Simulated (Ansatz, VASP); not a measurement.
One calculation of P, two programs

Contents of INCAR:

```
SYSTEM = P
  PREC = Accurate
  ENCUT = 600
  EDIFF = 1E-7
  ISMEAR = 0
  SIGMA = 0.1
  LREAL = .False.
  LASPH = .True.
  NELM = 100
  ALGO = Normal
  ISIF = 3
  LWAVE = .False.
  LCHARG = .False.
  GGA = PE
  IBRION = 2
  NSW = 90
  EDIFFG = -0.04
```

KPOINTS

```
Automatic mesh
0
Gamma
  4 4 4
  0 0 0
```

Contents of POSCAR:

```
P
1.0
    5.3394575200      0.0000000000      0.0000000000
    0.0000000000      5.3394575200      0.0000000000
    0.0000000000      0.0000000000      5.3394575200
P
8
Direct
    0.0573973200      0.0573973200      0.0573973200
    0.4426026800      0.9426026800      0.5573973200
    0.5573973200      0.4426026800      0.9426026800
    0.9426026800      0.5573973200      0.4426026800
    0.9426026800      0.9426026800      0.9426026800
    0.5573973200      0.0573973200      0.4426026800
    0.4426026800      0.5573973200      0.0573973200
    0.0573973200      0.4426026800      0.5573973200
```

Input for Ansatz:

```yaml
crystal:
  lattice:
    - [5.33945752, 0.0, 0.0]
    - [0.0, 5.33945752, 0.0]
    - [0.0, 0.0, 5.33945752]
  atoms:
    - { symbol: P, position: [0.05739732, 0.05739732, 0.05739732] }
    - { symbol: P, position: [0.44260268, 0.94260268, 0.55739732] }
    - { symbol: P, position: [0.55739732, 0.44260268, 0.94260268] }
    - { symbol: P, position: [0.94260268, 0.55739732, 0.44260268] }
    - { symbol: P, position: [0.94260268, 0.94260268, 0.94260268] }
    - { symbol: P, position: [0.55739732, 0.05739732, 0.44260268] }
    - { symbol: P, position: [0.44260268, 0.55739732, 0.05739732] }
    - { symbol: P, position: [0.05739732, 0.44260268, 0.55739732] }
basis:
  ecutwfc: 420
kpoints:
  mp_grid: { grid: [4, 4, 4] }
hamiltonian:
  xc: pbe
scf:
  occupations: { method: gaussian, width: 0.1 }
  lower_state_search: "off"
output:
  forces: true
  stress: true
  eigenvalues: true
relax:
  adjacent_minimum: "off"
  f_tol: 0.04
  max_steps: 70
  cell: { stress_tol: 0.4 }
```

Alike in both runs: task relaxation of cell and atoms; functional PBE; k mesh 4 × 4 × 4; occupations gaussian, width 0.1 eV; no spin polarisation.

|  | VASP | Ansatz |
| --- | --- | --- |
| version | VASP 6.6.1 | Ansatz 0.2.0 |
| potentials or method | VASP PAW PBE potentials, release 64 (P), cutoff 600 eV | scalar-relativistic, plane waves, PAW |
| valence electrons in the cell | 40 | 40 |

VASP gave:

| Property | Result |
| --- | --- |
| relaxed volume (Å³/atom) | 14.61 |
| relaxed cell length with the largest relative difference (Å) | 4.890 |

Q: What did Ansatz give for the same quantities?

A: Relaxed volume (Å³/atom): 41.75; relaxed cell length with the largest relative difference (Å): 6.938.

One of these differences is far larger than is usual between the two programs; its cause wasn't traced.

Noted on VASP's run: the volume moved by over 15 % at a fixed basis, so the end points are rough.
